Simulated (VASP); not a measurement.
Input of a VASP 6.6.1 run:

Contents of INCAR:

```
  ALGO = Normal
  EDIFF = 1E-6
  ENCUT = 520
  GGA = PE
  ISIF = 2
  ISMEAR = 0
  LASPH = True
  LCHARG = False
  LREAL = False
  LWAVE = False
  NBANDS = 21
  NELM = 60
  PREC = Accurate
  SIGMA = 0.1
```

The input KPOINTS:

```
k-points
0
Gamma
  12 12 10
```

File POSCAR:

```
BeZnSe2
1.0
    4.8759836686      0.0000000000      0.0000000000
   -2.4379918343      4.2227257255      0.0000000000
    0.0000000000      0.0000000000      4.4715349875
Be Zn Se
1 1 2
Direct
    0.0000000000      0.0000000000      0.5000000000
    0.0000000000      0.0000000000      0.0000000000
    0.3333333333      0.6666666667      0.0000000000
    0.6666666667      0.3333333333      0.0000000000
```

Potentials or basis: VASP PAW PBE potentials, release 64 (Be, Zn, Se).

The run is started by

```console
$ cat potpaw_PBE.64/Be/POTCAR potpaw_PBE.64/Zn/POTCAR potpaw_PBE.64/Se/POTCAR > POTCAR
$ mpirun -np 1 vasp_std > vasp.out
```

(1) Predict the pressure.

(2) What does it give for the band gap on the k mesh?

Results:

(1) 0.1 GPa.

(2) zero (bands 13 and 14 overlap by 1.14 eV).
